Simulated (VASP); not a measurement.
Sn:

```
CELL_PARAMETERS angstrom
-1.91293 1.91293 1.91293
1.91293 -1.91293 1.91293
1.91293 1.91293 -1.91293
ATOMIC_POSITIONS crystal
Sn 0.00000 0.00000 0.00000
```

This isn't the form of Sn at room conditions, which is tetragonal (white tin).

* Program: VASP 6.6.1
* Task: relaxation of cell and atoms
* Functional: LDA
* Potentials or basis: VASP PAW LDA potentials, release 64 (Sn_d)
* Cutoff: 600 eV
* k mesh: 15 × 15 × 15
* Occupations: fermi-dirac, width 0.1 eV
* Spin: no spin polarisation

At the start: pressure -4.5 GPa; volume 28.00 Å³/atom.

Question: Where does the relaxation end?

Answer: Over 3 steps the energy falls by 39.0 meV/atom and the volume is 25.45 Å³/atom (-9.1 %); space group Im-3m (No. 229, to 0.1 Å) before and after.

The path:
| step | energy change (eV) | largest force (eV/Å) | pressure (GPa) | volume (Å³) |
| --- | --- | --- | --- | --- |
| 1 | 0.0000 | 0.0000 | -4.51 | 28.00 |
| 2 | -0.0369 | 0.0000 | 1.31 | 24.92 |
| 3 | -0.0390 | 0.0000 | 0.00 | 25.45 |

Final structure:
```
CELL_PARAMETERS angstrom
-1.85308 1.85308 1.85308
1.85308 -1.85308 1.85308
1.85308 1.85308 -1.85308
ATOMIC_POSITIONS crystal
Sn 0.00000 0.00000 0.00000
```
